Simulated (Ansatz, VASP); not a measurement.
**One calculation of TaTeI2, two programs**

File INCAR:

```
SYSTEM = TaTeI2
ALGO = Normal
EDIFF = 1E-7
EDIFFG = -0.04
ENCUT = 600
GGA = PE
IBRION = 2
ISIF = 3
ISMEAR = 0
LASPH = .TRUE.
LCHARG = .FALSE.
LREAL = .FALSE.
LWAVE = .FALSE.
NELM = 60
NSW = 90
PREC = Accurate
SIGMA = 0.1
```

File KPOINTS:

```
k-points
0
G
  4 4 4
  0 0 0
```

File POSCAR:

```
TaTeI2
1.0
    4.3586424400      0.0000000000      0.0000000000
    0.0000000000      5.2741974600      0.0000000000
    0.0000000000      0.0000000000      6.4016255800
Ta Te I
1 1 2
Direct
    0.5000000000      0.5000000000      0.0000000000
    0.0000000000      0.0000000000      0.0000000000
    0.0000000000      0.5000000000      0.7204271900
    0.0000000000      0.5000000000      0.2795728100
```

Input for Ansatz:

```yaml
crystal:
  lattice:
    - [4.35864244, 0.0, 0.0]
    - [0.0, 5.27419746, 0.0]
    - [0.0, 0.0, 6.40162558]
  atoms:
    - { symbol: Ta, position: [0.5, 0.5, 0.0] }
    - { symbol: Te, position: [0.0, 0.0, 0.0] }
    - { symbol: I, position: [0.0, 0.5, 0.72042719] }
    - { symbol: I, position: [0.0, 0.5, 0.27957281] }
basis:
  ecutwfc: 420
kpoints:
  mp_grid: { grid: [4, 4, 4] }
hamiltonian:
  xc: pbe
scf:
  occupations: { method: gaussian, width: 0.1 }
  lower_state_search: "off"
output:
  forces: true
  stress: true
  eigenvalues: true
relax:
  adjacent_minimum: "off"
  f_tol: 0.04
  max_steps: 70
  cell: { stress_tol: 0.4 }
```

Alike in both runs: task relaxation of cell and atoms; functional PBE; k mesh 4 × 4 × 4; occupations gaussian, width 0.1 eV; no spin polarisation.

|  | VASP | Ansatz |
| --- | --- | --- |
| version | VASP 6.6.1 | Ansatz 0.2.0 |
| potentials or method | VASP PAW PBE potentials, release 64 (Ta_pv, Te, I), cutoff 600 eV | scalar-relativistic, plane waves, PAW |
| valence electrons in the cell | 31 | 63 |

```tsv
	VASP	Ansatz	Ansatz less VASP
gap on the k mesh at the Fermi level, each at its own relaxed structure (eV)	none	none	-
relaxed volume (Å³/atom)	39.23	37.76	-1.469
relaxed length of the cell vector where the two differ most in proportion (Å)	9.370	9.006	-0.3643
```

A gap of «none» marks a metal or a gap that the smearing closes. VASP's potentials hold 31 valence electrons a cell and Ansatz's 63, so a difference there can come from the potentials and not from the codes.

The k mesh is coarse, so the values compare programs but aren't converged. Spin-orbit coupling is off throughout.
